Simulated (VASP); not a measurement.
# AlN (F-43m) in VASP: G0W0 quasiparticle levels with PBE

Aim: the G0W0 quasiparticle levels of AlN with PBE.

Program: VASP 6.6.1. These are calculated values, not measurements. Logs are shortened: lines on timing, memory, paths and dates and some standing lists are left out, and cuts for length are marked.

### 1 The cell of the first run

Symmetry: F-43m, No. 216, cubic system. The conventional cell has a = 4.370 Å, b = 4.370 Å, c = 4.370 Å, α = 90.00°, β = 90.00°, γ = 90.00°. Al (site symmetry -43m) has 4 N at 1.89 Å within 2.5 Å. N (site symmetry -43m) has 4 Al at 1.89 Å within 2.5 Å.

### 2 G0W0 quasiparticle levels, PBE

Contents of POSCAR:

```
AlN
1.0
    0.0000000000      2.1848764218      2.1848764218
    2.1848764218      0.0000000000      2.1848764218
    2.1848764218      2.1848764218      0.0000000000
Al N
1 1
Direct
    0.0000000000      0.0000000000      0.0000000000
    0.2500000000      0.2500000000      0.2500000000
```

Contents of INCAR.step1:

```
PREC = Accurate
ENCUT = 500
EDIFF = 1E-8
ISMEAR = 0
SIGMA = 0.01
LREAL = F
LASPH = T
NELM = 100
ALGO = Normal
LWAVE = T
LCHARG = F
GGA = PE
```

Contents of INCAR.step2:

```
PREC = Accurate
ENCUT = 500
EDIFF = 1E-8
ISMEAR = 0
SIGMA = 0.01
LREAL = F
LASPH = T
NELM = 1
ALGO = Exact
LWAVE = T
LCHARG = F
GGA = PE
NBANDS = 37
LOPTICS = T
ISTART = 1
```

Contents of INCAR.step3:

```
PREC = Accurate
ENCUT = 500
EDIFF = 1E-8
ISMEAR = 0
SIGMA = 0.01
LREAL = F
LASPH = T
ALGO = EVGW0
LWAVE = F
LCHARG = F
GGA = PE
NELMGW = 1
NBANDS = 37
ENCUTGW = 80.0
NOMEGA = 48
PRECFOCK = Fast
ISTART = 1
NBANDSGW = 12
```

Contents of KPOINTS:

```
regular mesh
0
Gamma
  6 6 6
```

Potentials or basis: VASP PAW PBE potentials, release 64 (Al_GW, N_GW).

The run is started by

```sh
$ cat potpaw_PBE.64/Al_GW/POTCAR potpaw_PBE.64/N_GW/POTCAR > POTCAR
$ cp INCAR.step1 INCAR
$ mpirun -np 1 vasp_std > vasp.out
$ cp INCAR.step2 INCAR
$ mpirun -np 1 vasp_std > vasp.out
$ cp INCAR.step3 INCAR
$ mpirun -np 1 vasp_std > vasp.out
```

OUTCAR:

```text
PREC = Accurate
   ENCUT = 500
   EDIFF = 1E-8
   ISMEAR = 0
   LREAL = F
   LASPH = T
   GGA = PE
   NELMGW = 1
   ENCUTGW = 80.0
   PRECFOCK = Fast
   ISTART = 1

 ion  position               nearest neighbor table
   1  0.000  0.000  0.000-   2 1.89   2 1.89   2 1.89   2 1.89
   2  0.250  0.250  0.250-   1 1.89   1 1.89   1 1.89   1 1.89

  LATTYP: Found a face centered cubic cell.
 ALAT       =     4.3697528436

  Lattice vectors:

 A1 = (   0.0000000000,   2.1848764218,   2.1848764218)
 A2 = (   2.1848764218,   0.0000000000,   2.1848764218)
 A3 = (   2.1848764218,   2.1848764218,   0.0000000000)

Analysis of symmetry for initial positions (statically):
=====================================================================
 Subroutine PRICEL returns:
 Original cell was already a primitive cell.

 Routine SETGRP: Setting up the symmetry group for a
 face centered cubic supercell.

 Subroutine GETGRP returns: Found 24 space group operations
 (whereof 24 operations were pure point group operations)
 out of a pool of 48 trial point group operations.

The static configuration has the point symmetry T_d .

Analysis of symmetry for dynamics (positions and initial velocities):
=====================================================================
 Subroutine PRICEL returns:
 Original cell was already a primitive cell.

 Routine SETGRP: Setting up the symmetry group for a
 face centered cubic supercell.

 Subroutine GETGRP returns: Found 24 space group operations
 (whereof 24 operations were pure point group operations)
 out of a pool of 48 trial point group operations.

The dynamic configuration has the point symmetry T_d .

 Subroutine INISYM returns: Found 24 space group operations
 (whereof 24 operations are pure point group operations),
 and found     1 'primitive' translations

----------------------------------------------------------------------------------------

                                     Primitive cell
[... 80 lines left out ...]
   ENCUT  =  500.0 eV  36.75 Ry    6.06 a.u.   5.63  5.63  5.63*2*pi/ulx,y,z
   NELM   =     60;   NELMIN=  2; NELMDL=  0     # of ELM steps
   EDIFF  = 0.1E-07   stopping-criterion for ELM
   LREAL  =      F    real-space projection
   EDIFFG = 0.1E-06   stopping-criterion for IOM
   NSW    =      0    number of steps for IOM
   IBRION =     -1    ionic relax: 0-MD 1-quasi-New 2-CG
   NFREE  =      0    steps in history (QN), initial steepest desc. (CG)
   ISIF   =      0    stress and relaxation
   ISYM   =      3    0-nonsym 1-usesym 2-fastsym
   POTIM  = 0.5000    time-step for ionic-motion
   TEBEG  =    0.0;   TEEND  =   0.0 temperature during run
   PSTRESS=    0.0 pullay stress
   NELECT =       8.0000    total number of electrons
   NUPDOWN=      -1.0000    fix difference up-down
   EMIN   =  10.00;   EMAX   =-10.00  energy-range for DOS
   EFERMI =   0.00;   METHOD = LEGACY
   ISMEAR =     0;   SIGMA  =   0.01  broadening in eV -4-tet -1-fermi 0-gaus
   EFERMI_NEDOS =   21; number of points for ismear=-14 and -15
   IALGO  =     38    algorithm
   IMIX   =      4    mixing-type and parameters
     AMIX     =   0.40;   BMIX     =  1.00
     AMIX_MAG =   1.60;   BMIX_MAG =  1.00
  volume/ion in A,a.u.               =      10.43        70.38
  Fermi-wavevector in a.u.,A,eV,Ry     =   1.189418  2.247675 19.248378  1.414716
  Thomas-Fermi vector in A             =   2.325526
   LORBIT       =      0    0 simple, 1 ext, 2 COOP (PROOUT), +10 PAW based schemes
   GGA     = PE    functional components
   LHFCALC =     T    Hartree Fock is set to
   PRECFOCK=fast      Normal, Fast or Accurate (Low or Medium for compatibility)
   ENCUT4O =  -1.0   cutoff for four orbital integrals eV
   NKREDX  =     1    reduce k-point grid by
   NKREDY  =     1    reduce k-point grid by
   NKREDZ  =     1    reduce k-point grid by
   AEXX    =    1.0000 exact exchange contribution
   HFSCREEN=    0.0000 screening length (either q_TF or 0.3 A-1)
   HFSCREENC=   0.0000 screening length for correlation (either q_TF or 0.3 A-1)
   ENCUTFOCK=  -1.0 apply spherical cutoff to Coloumb kernel
   IVDW    =     0    specifies the selected vdW correction
   LEPSILON=     F    determine dielectric tensor
   LRPA    =     F    only Hartree local field effects (RPA)
   LRPAFORCE           =     F    calculate RPA forces
   ENCUTGW             =  80.0    cutoff for response function in eV
   ENCUTGWSOFT         =  64.0    soft cutoff for Coulomb kernel in GW response function in eV
   ENCUTLF             =  -1.0    cutoff for local field effects
   NELMGW              =     1    number of iterations in solving QP/BSE equation
   NELMHF              =     1    number of iterations in the inner HF iteration
   NKREDLFX            =     1    NKREDLFY  =   1   NKREDLFZ  =   1
 non-spin polarized calculation
 Gauss-broadening in eV      SIGMA  =   0.01
  energy-cutoff  :      500.00
  volume of cell :       20.86
 maximum number of plane-waves:       544
 NGX is ok and might be reduce to    24
  NGX = 14; NGY = 14; NGZ = 14
   NGX = 11   NGY = 11   NGZ = 11
 maximum number of plane-waves:        40
 NGX is ok and might be reduce to    10

 QP shifts <psi_nk| G(iteration)W_0 |psi_nk>: iteration 1
 for sc-GW calculations column KS-energies equals QP-energies in previous step
 and V_xc(KS)=  KS-energies - (<T + V_ion + V_H > + <T+V_H+V_ion>^1  + <V_x>^1)

 k-point   1 :       0.0000    0.0000    0.0000
  band No.  KS-energies  QP-energies   sigma(KS)   V_xc(KS)     V^pw_x(r,r')   Z            occupation Imag(sigma)

      1     -10.0406     -11.3076     -16.5252     -14.7916     -24.7668       0.7308       2.0000       1.2762
      2       4.9386       4.4597     -17.3668     -16.7545     -20.7689       0.7822       2.0000       0.0774
      3       4.9386       4.4597     -17.3668     -16.7545     -20.7689       0.7822       2.0000       0.0774
      4       4.9386       4.4597     -17.3668     -16.7545     -20.7689       0.7822       2.0000       0.0774
      5       9.1192       9.9921     -11.4249     -12.4999      -7.8612       0.8121       0.0000      -0.0706
      6      17.4757      18.6566      -8.8006     -10.2741      -4.0454       0.8014       0.0000      -0.1297
      7      17.4757      18.6566      -8.8006     -10.2741      -4.0454       0.8014       0.0000      -0.1297
      8      17.4757      18.6566      -8.8006     -10.2741      -4.0454       0.8014       0.0000      -0.1297
      9      22.6076      23.8850      -8.8453     -10.4492      -3.6930       0.7964       0.0000      -0.2917
     10      22.6076      23.8850      -8.8453     -10.4492      -3.6930       0.7964       0.0000      -0.2917
     11      24.0038      24.7200      -8.7384      -9.6471      -2.5902       0.7881       0.0000      -0.8073
     12      24.0038      24.7200      -8.7384      -9.6471      -2.5902       0.7881       0.0000      -0.8073
[... 228 lines left out ...]
      1      -7.3197      -8.3906     -18.3384     -16.8540     -26.2418       0.7214       2.0000       0.8607
      2       0.6251      -0.3672     -14.9912     -13.6554     -19.0746       0.7429       2.0000       0.1611
      3       2.1585       1.2666     -15.6257     -14.4551     -19.3685       0.7620       2.0000       0.1155
      4       2.4352       1.5674     -15.1740     -14.0437     -18.6302       0.7678       2.0000       0.1038
      5      10.1832      11.0225     -10.0548     -11.0906      -6.3989       0.8103       0.0000      -0.0784
      6      15.2426      16.4179      -9.7318     -11.1878      -5.3929       0.8072       0.0000      -0.0987
      7      17.9020      19.0120      -9.6051     -11.0180      -4.2802       0.7857       0.0000      -0.2474
      8      17.9453      19.6166     -11.9985     -14.1759      -6.8419       0.7675       0.0000      -0.2025
      9      21.4824      22.7439     -10.0497     -11.7274      -4.0003       0.7519       0.0000      -0.4088
     10      25.1220      26.2472      -8.9214     -10.3644      -2.9651       0.7798       0.0000      -0.5569
     11      29.4596      31.1663     -10.4058     -12.5683      -4.0201       0.7893       0.0000      -0.9980
     12      30.5446      32.3534     -10.1311     -12.3954      -4.1394       0.7989       0.0000      -0.9416
```

OUTCAR.step2:

```text
PREC = Accurate
   ENCUT = 500
   EDIFF = 1E-8
   ISMEAR = 0
   LREAL = F
[... 849 lines left out ...]
     0.00000     4.82505     4.82505     4.82505    -0.00000    -0.00000    -0.00000
     1.03128     4.89132     4.89132     4.89132    -0.00000    -0.00000    -0.00000
     2.06256     5.11605     5.11605     5.11605    -0.00000    -0.00000    -0.00000
     3.09384     5.61445     5.61445     5.61445    -0.00000    -0.00000    -0.00000
     4.12512     6.99347     6.99347     6.99347    -0.00000    -0.00000    -0.00000
     5.15640     6.16913     6.16913     6.16913    -0.00000    -0.00000     0.00000
[... 92 lines left out ...]
   101.06547     0.94866     0.94866     0.94866     0.00000    -0.00000     0.00000
   102.09675     0.94981     0.94981     0.94981     0.00000    -0.00000     0.00000
```

Wall time 93 s (1 thread of AMD EPYC 9R45 (Zen 5), shared host); peak memory 0.22 GiB.

Results:

```yaml
Band_gap_on_the_k_mesh_mean-field_level: 3.31 eV, indirect (least direct gap 4.18 eV)
Quasiparticle_gap: 4.36 eV
Least_direct_quasiparticle_gap: 5.53 eV
```

Caveat: bands, screening cutoff and mesh are small and nothing is extrapolated, so the quasiparticle values aren't converged. A k mesh can miss the band edges.
